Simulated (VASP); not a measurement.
# Bi (Fd-3m) in VASP: density of states with PBE

Aim: the density of states of Bi with PBE.

Everything below comes from runs of VASP 6.6.1. Logs are shortened: lines on timing, memory, paths and dates and some standing lists are left out, and cuts for length are marked.

### 1 The cell of the first run

It takes space group Fd-3m (No. 227, cubic). The conventional cell has a = 6.622 Å, b = 6.622 Å, c = 6.622 Å, α = 90.00°, β = 90.00°, γ = 90.00°. Bi (site symmetry -43m) has 4 Bi at 2.87 Å within 3.8 Å.

### 2 Density of states, PBE (volume scaled by 0.75)

The input, POSCAR:

```
Bi
1.0
    0.0000000000      3.3110124794      3.3110124794
    3.3110124794      0.0000000000      3.3110124794
    3.3110124794      3.3110124794      0.0000000000
Bi
2
Direct
   -0.1250000000     -0.1250000000     -0.1250000000
    0.1250000000      0.1250000000      0.1250000000
```

The input, INCAR.step1:

```
  ALGO = Normal
  EDIFF = 1E-6
  ENCUT = 520
  GGA = PE
  ISIF = 2
  ISMEAR = -1
  LASPH = T
  LCHARG = T
  LREAL = F
  LWAVE = F
  NBANDS = 22
  NELM = 100
  PREC = Accurate
  SIGMA = 0.05
```

The input, KPOINTS.step1:

```
k-points
0
Gamma
  11 11 11
```

The input, INCAR.step2:

```
  ALGO = Normal
  EDIFF = 1E-6
  ENCUT = 520
  GGA = PE
  ICHARG = 11
  ISIF = 2
  ISMEAR = -5
  LASPH = T
  LCHARG = F
  LORBIT = 10
  LREAL = F
  LWAVE = F
  NEDOS = 1001
  NELM = 100
  PREC = Accurate
  SIGMA = 0.05
```

The input, KPOINTS.step2:

```
k-points
0
Gamma
  17 17 17
```

Potentials or basis: VASP PAW PBE potentials, release 64 (Bi_d).

Started as:

```console
$ cat potpaw_PBE.64/Bi_d/POTCAR > POTCAR
$ cp INCAR.step1 INCAR
$ cp KPOINTS.step1 KPOINTS
$ mpirun -np 1 vasp_std > vasp.out
$ cp INCAR.step2 INCAR
$ cp KPOINTS.step2 KPOINTS
$ mpirun -np 1 vasp_std > vasp.out
```

OUTCAR:

```text
EDIFF = 1E-6
   ENCUT = 520
   GGA = PE
   ICHARG = 11
   ISIF = 2
   ISMEAR = -5
   LASPH = T
   LORBIT = 10
   LREAL = F
   NELM = 100
   PREC = Accurate

 ion  position               nearest neighbor table
   1  0.875  0.875  0.875-   2 2.87   2 2.87   2 2.87   2 2.87
   2  0.125  0.125  0.125-   1 2.87   1 2.87   1 2.87   1 2.87

  LATTYP: Found a face centered cubic cell.
 ALAT       =     6.6220249588

  Lattice vectors:

 A1 = (   0.0000000000,   3.3110124794,   3.3110124794)
 A2 = (   3.3110124794,   0.0000000000,   3.3110124794)
 A3 = (   3.3110124794,   3.3110124794,   0.0000000000)

Analysis of symmetry for initial positions (statically):
=====================================================================
 Subroutine PRICEL returns:
 Original cell was already a primitive cell.

 Routine SETGRP: Setting up the symmetry group for a
 face centered cubic supercell.

 Subroutine GETGRP returns: Found 48 space group operations
 (whereof 12 operations were pure point group operations)
 out of a pool of 48 trial point group operations.

The static configuration has the point symmetry D_3d.
 The point group associated with its full space group is O_h .

Analysis of symmetry for dynamics (positions and initial velocities):
=====================================================================
 Subroutine PRICEL returns:
 Original cell was already a primitive cell.

 Routine SETGRP: Setting up the symmetry group for a
 face centered cubic supercell.

 Subroutine GETGRP returns: Found 48 space group operations
 (whereof 12 operations were pure point group operations)
 out of a pool of 48 trial point group operations.

The dynamic configuration has the point symmetry D_3d.
 The point group associated with its full space group is O_h .

 Subroutine INISYM returns: Found 48 space group operations
 (whereof 12 operations are pure point group operations),
 and found     1 'primitive' translations

----------------------------------------------------------------------------------------

                                     Primitive cell

  volume of cell :      72.5960

  direct lattice vectors                    reciprocal lattice vectors
     0.000000000  3.311012479  3.311012479    -0.151011210  0.151011210  0.151011210
     3.311012479  0.000000000  3.311012479     0.151011210 -0.151011210  0.151011210
     3.311012479  3.311012479  0.000000000     0.151011210  0.151011210 -0.151011210

  length of vectors
     4.682478754  4.682478754  4.682478754     0.261559088  0.261559088  0.261559088

  position of ions in fractional coordinates (direct lattice)
     0.875000000  0.875000000  0.875000000
     0.125000000  0.125000000  0.125000000

  ion indices of the primitive-cell ions
   primitive index   ion index
                 1           1
                 2           2

----------------------------------------------------------------------------------------

 KPOINTS: k-points

Automatic generation of k-mesh.
 Grid dimensions read from file:
 generate k-points for:   17   17   17

 Generating k-lattice:

  Cartesian coordinates                     Fractional coordinates (reciprocal lattice)
    -0.008883012  0.008883012  0.008883012     0.058823529  0.000000000  0.000000000
     0.008883012 -0.008883012  0.008883012     0.000000000  0.058823529  0.000000000
     0.008883012  0.008883012 -0.008883012     0.000000000  0.000000000  0.058823529

  Length of vectors
     0.015385829  0.015385829  0.015385829

  Shift w.r.t. Gamma in fractional coordinates (k-lattice)
     0.000000000  0.000000000  0.000000000

 TETIRR: Found    693 inequivalent tetrahedra from    29478

 Subroutine IBZKPT returns following result:
 ===========================================

 Found    165 irreducible k-points:

 Following reciprocal coordinates:
            Coordinates               Weight
  0.000000  0.000000  0.000000      1.000000
  0.058824  0.000000  0.000000      8.000000
  0.117647  0.000000  0.000000      8.000000
  0.176471  0.000000  0.000000      8.000000
  0.235294  0.000000  0.000000      8.000000
  0.294118  0.000000  0.000000      8.000000
[... 16 lines left out ...]
 -0.176471  0.058824  0.000000     24.000000
 -0.117647  0.058824  0.000000     24.000000
 [... further k-points ...]
   k-points           NKPTS =    165   k-points in BZ     NKDIM =    165   number of bands    NBANDS=     19
   number of dos      NEDOS =   1001   number of ions     NIONS =      2
   total plane-waves  NPLWV =  46656
   dimension x,y,z NGX =    36 NGY =   36 NGZ =   36
   dimension x,y,z NGXF=    72 NGYF=   72 NGZF=   72
   ions per type =               2
   NGX,Y,Z   is equivalent  to a cutoff of  12.78, 12.78, 12.78 a.u.
   NGXF,Y,Z  is equivalent  to a cutoff of  25.56, 25.56, 25.56 a.u.
 SYSTEM =  unknown system
   PREC   = accura    normal or accurate (medium, high low for compatibility)
   ISTART =      0    job   : 0-new  1-cont  2-samecut
   ICHARG =     11    charge: 1-file 2-atom 10-const
   ISPIN  =      1    spin polarized calculation?
   LNONCOLLINEAR =      F non collinear calculations
   LSORBIT =      F    spin-orbit coupling
   LASPH  =      T    aspherical Exc in radial PAW
   ENCUT  =  520.0 eV  38.22 Ry    6.18 a.u.   8.71  8.71  8.71*2*pi/ulx,y,z
   NELM   =    100;   NELMIN=  2; NELMDL=  0     # of ELM steps
   EDIFF  = 0.1E-05   stopping-criterion for ELM
   LREAL  =      F    real-space projection
   EDIFFG = 0.1E-04   stopping-criterion for IOM
   NSW    =      0    number of steps for IOM
   IBRION =     -1    ionic relax: 0-MD 1-quasi-New 2-CG
   NFREE  =      0    steps in history (QN), initial steepest desc. (CG)
   ISIF   =      2    stress and relaxation
   ISYM   =      2    0-nonsym 1-usesym 2-fastsym
   POTIM  = 0.5000    time-step for ionic-motion
   TEBEG  =    0.0;   TEEND  =   0.0 temperature during run
   PSTRESS=    0.0 pullay stress
   NELECT =      30.0000    total number of electrons
   NUPDOWN=      -1.0000    fix difference up-down
   EMIN   =  10.00;   EMAX   =-10.00  energy-range for DOS
   EFERMI =   0.00;   METHOD = LEGACY
   ISMEAR =    -5;   SIGMA  =   0.05  broadening in eV -4-tet -1-fermi 0-gaus
   EFERMI_NEDOS =   21; number of points for ismear=-14 and -15
   IALGO  =     38    algorithm
   IMIX   =      4    mixing-type and parameters
     AMIX     =   0.40;   BMIX     =  1.00
     AMIX_MAG =   1.60;   BMIX_MAG =  1.00
  volume/ion in A,a.u.               =      36.30       244.95
  Fermi-wavevector in a.u.,A,eV,Ry     =   1.219395  2.304323 20.230834  1.486924
  Thomas-Fermi vector in A             =   2.354649
   LORBIT       =     10    0 simple, 1 ext, 2 COOP (PROOUT), +10 PAW based schemes
   GGA     = PE    functional components
   LHFCALC =     F    Hartree Fock is set to
   AEXX    =    0.0000 exact exchange contribution
   IVDW    =     0    specifies the selected vdW correction
   LEPSILON=     F    determine dielectric tensor
   LRPA    =     F    only Hartree local field effects (RPA)
 non-spin polarized calculation
 Fermi weights with tetrahedron method with Bloechl corrections
  energy-cutoff  :      520.00
  volume of cell :       72.60
 maximum number of plane-waves:      1980

 number of electron      30.0000003 magnetization

 Free energy of the ion-electron system (eV)
  ---------------------------------------------------
  ext. energy  EPLUGINS =         0.00000000
  ---------------------------------------------------
  free energy    TOTEN  =        -6.48470278 eV

  energy without entropy =       -6.48470278  energy(sigma->0) =       -6.48470278

 E-fermi :   6.3294     XC(G=0):  -9.1617

 val. band max:        6.3487276864   @ k =  -0.4706   0.3529   0.1765
 cond. band min:       6.3028171593   @ k =  -0.4118   0.4706   0.1176
 fundamental gap:     -0.0459105271
 Fermi energy:         6.3294404814

 k-point     1 :       0.0000    0.0000    0.0000
  band No.  band energies     occupation
      1     -16.9634      2.00000
      2     -16.9634      2.00000
      3     -16.9634      2.00000
      4     -16.8740      2.00000
      5     -16.8740      2.00000
      6     -16.4886      2.00000
[... 11 lines left out ...]
     18       7.1576      0.00000
     19       9.5086      0.00000

 k-point     2 :       0.0588    0.0000    0.0000
  band No.  band energies     occupation
      1     -16.9666      2.00000
      2     -16.9666      2.00000
      3     -16.9624      2.00000
      4     -16.8696      2.00000
      5     -16.8696      2.00000
      6     -16.5012      2.00000
[... 11 lines left out ...]
     18       7.2389      0.00000
     19       9.7222      0.00000

 k-point     3 :       0.1176    0.0000    0.0000
  band No.  band energies     occupation
      1     -16.9744      2.00000
      2     -16.9744      2.00000
      3     -16.9595      2.00000
      4     -16.8583      2.00000
      5     -16.8583      2.00000
      6     -16.5166      2.00000
[... 11 lines left out ...]
     18       7.4489      0.00000
     19      10.2606      0.00000

 k-point     4 :       0.1765    0.0000    0.0000
  band No.  band energies     occupation
      1     -16.9834      2.00000
      2     -16.9834      2.00000
      3     -16.9550      2.00000
      4     -16.8441      2.00000
      5     -16.8441      2.00000
      6     -16.5311      2.00000
[... 11 lines left out ...]
     18       7.8692      0.00000
     19      10.8878      0.00000

 k-point     5 :       0.2353    0.0000    0.0000
  band No.  band energies     occupation
      1     -16.9917      2.00000
      2     -16.9917      2.00000
      3     -16.9495      2.00000
      4     -16.8299      2.00000
      5     -16.8299      2.00000
      6     -16.5439      2.00000
[... 11 lines left out ...]
     18       8.4913      0.00000
     19      11.2669      0.00000

 k-point     6 :       0.2941    0.0000    0.0000
  band No.  band energies     occupation
      1     -16.9985      2.00000
      2     -16.9985      2.00000
      3     -16.9436      2.00000
      4     -16.8176      2.00000
      5     -16.8176      2.00000
      6     -16.5541      2.00000
[... 11 lines left out ...]
     18       9.2536      0.00000
     19      11.2881      0.00000

 k-point     7 :       0.3529    0.0000    0.0000
  band No.  band energies     occupation
      1     -17.0033      2.00000
      2     -17.0033      2.00000
      3     -16.9380      2.00000
      4     -16.8082      2.00000
      5     -16.8082      2.00000
      6     -16.5613      2.00000
[... 11 lines left out ...]
     18      10.1117      0.00000
     19      11.1880      0.00000

 k-point     8 :       0.4118    0.0000    0.0000
  band No.  band energies     occupation
      1     -17.0064      2.00000
      2     -17.0064      2.00000
      3     -16.9337      2.00000
      4     -16.8021      2.00000
      5     -16.8021      2.00000
      6     -16.5657      2.00000
[... 256 lines left out ...]
 k-point    20 :      -0.3529    0.0588    0.0000
  band No.  band energies     occupation
      1     -17.0079      2.00000
      2     -17.0078      2.00000
      3     -16.9298      2.00000
      4     -16.8083      2.00000
      5     -16.7970      2.00000
      6     -16.5747      2.00000
[... 11 lines left out ...]
     18      10.2999      0.00000
     19      11.3508      0.00000

 k-point    21 :      -0.2941    0.0588    0.0000
  band No.  band energies     occupation
      1     -17.0041      2.00000
      2     -17.0021      2.00000
      3     -16.9366      2.00000
      4     -16.8175      2.00000
      5     -16.8045      2.00000
      6     -16.5701      2.00000
[... 11 lines left out ...]
     18       9.5365      0.00000
     19      11.3989      0.00000

 k-point    22 :      -0.2353    0.0588    0.0000
  band No.  band energies     occupation
      1     -16.9984      2.00000
      2     -16.9946      2.00000
      3     -16.9444      2.00000
      4     -16.8289      2.00000
      5     -16.8161      2.00000
      6     -16.5613      2.00000
[... 11 lines left out ...]
     18       8.9003      0.00000
     19      11.4160      0.00000

 k-point    23 :      -0.1765    0.0588    0.0000
  band No.  band energies     occupation
      1     -16.9908      2.00000
      2     -16.9856      2.00000
      3     -16.9519      2.00000
      4     -16.8418      2.00000
      5     -16.8306      2.00000
      6     -16.5490      2.00000
[... 11 lines left out ...]
     18       8.4197      0.00000
     19      11.1754      0.00000

 k-point    24 :      -0.1176    0.0588    0.0000
  band No.  band energies     occupation
      1     -16.9818      2.00000
      2     -16.9761      2.00000
      3     -16.9582      2.00000
      4     -16.8548      2.00000
      5     -16.8462      2.00000
      6     -16.5341      2.00000
[... 11 lines left out ...]
     18       8.0001      0.00000
     19      10.6046      0.00000

 [... further k-points ...]

------------------------ aborting loop because EDIFF is reached ----------------------------------------

  FORCE on cell =-STRESS in cart. coord.  units (eV):
  Direction    XX          YY          ZZ          XY          YZ          ZX
  --------------------------------------------------------------------------------------
  -------------------------------------------------------------------------------------
  Total        7.2291787      7.2291787      7.2291787     -0.0000000      0.0000000     -0.0000000
  in kB      159.5464311    159.5464311    159.5464311     -0.0000000      0.0000000     -0.0000000
  external PRESSURE =     159.5464311 kB  Pullay stress =       0.0000000 kB

 VOLUME and BASIS-vectors are now :
 -----------------------------------------------------------------------------
  energy-cutoff  :      520.00
  volume of cell :       72.60
      direct lattice vectors                 reciprocal lattice vectors
     0.000000000  3.311012479  3.311012479    -0.151011210  0.151011210  0.151011210
     3.311012479  0.000000000  3.311012479     0.151011210 -0.151011210  0.151011210
     3.311012479  3.311012479  0.000000000     0.151011210  0.151011210 -0.151011210

 POSITION                                       TOTAL-FORCE (eV/Angst)
 -----------------------------------------------------------------------------------
      5.79427      5.79427      5.79427         0.000000      0.000000      0.000000
      0.82775      0.82775      0.82775        -0.000000     -0.000000     -0.000000
 -----------------------------------------------------------------------------------
    total drift:                                0.000000      0.000000      0.000000

  FREE ENERGIE OF THE ION-ELECTRON SYSTEM (eV)
  ---------------------------------------------------
  free  energy   TOTEN  =        -6.4847027828 eV

  energy  without entropy=       -6.4847027828  energy(sigma->0) =       -6.48470278

 total charge

# of ion       s       p       d       tot
------------------------------------------
    1        1.548   1.500   9.931  12.979
    2        1.548   1.500   9.931  12.979
--------------------------------------------------
tot          3.097   3.000  19.862  25.959
```

Wall time 2.9 min (1 thread of Intel Xeon Platinum 8375C at 2.90GHz (Ice Lake), shared host); peak memory 0.31 GiB.

Results:

```yaml
Valence_electrons_inside_the_program's_atomic_spheres: Bi 12.98
```

Caveat: spin-orbit coupling is left out, which moves the levels of the heavy elements; tetrahedron occupations give inexact forces and stress in metals.
